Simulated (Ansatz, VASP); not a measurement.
**Two plane-wave programs on V**

```
CELL_PARAMETERS angstrom
-1.46761 1.46761 1.51300
1.46761 -1.46761 1.51300
1.46761 1.46761 -1.51300
ATOMIC_POSITIONS crystal
V 0.00000 0.00000 0.00000
```

Change from the starting cell: equal xx and yy strain of -3 %, PAW files.

Alike in both runs: task electric field gradients; functional PBEsol; k mesh 19 × 19 × 19; occupations fermi-dirac, width 0.03 eV; collinear spin.

|  | VASP | Ansatz |
| --- | --- | --- |
| version | VASP 6.6.1 | Ansatz 0.2.0 |
| potentials or method | VASP PAW PBE potentials, release 64 (V_sv) | PAW with Ansatz's default frozen-core files, scalar-relativistic |
| plane-wave cutoff (eV) | 520 | 420 |
| valence electrons in the cell | 13 | 13 |

Ansatz gave:

```
pressure (GPa)                                                : -1.3
traceless stress, the component that is largest in VASP (GPa) : -3.13
net moment per atom (μB)                                      : 0.00
size of Vzz on the site where it differs most (V/Å²)          : 3.3
```

Estimate VASP's values.

pressure (GPa): -1.1; traceless stress, the component that is largest in VASP (GPa): -3.13; net moment per atom (μB): 0.00; size of Vzz on the site where it differs most (V/Å²): 3.3.

VASP's potentials were made for PBE, not for PBEsol. The functional is the same, so the differences come from potentials, cutoffs and numerics. Ansatz's warnings: seeded moment not kept.
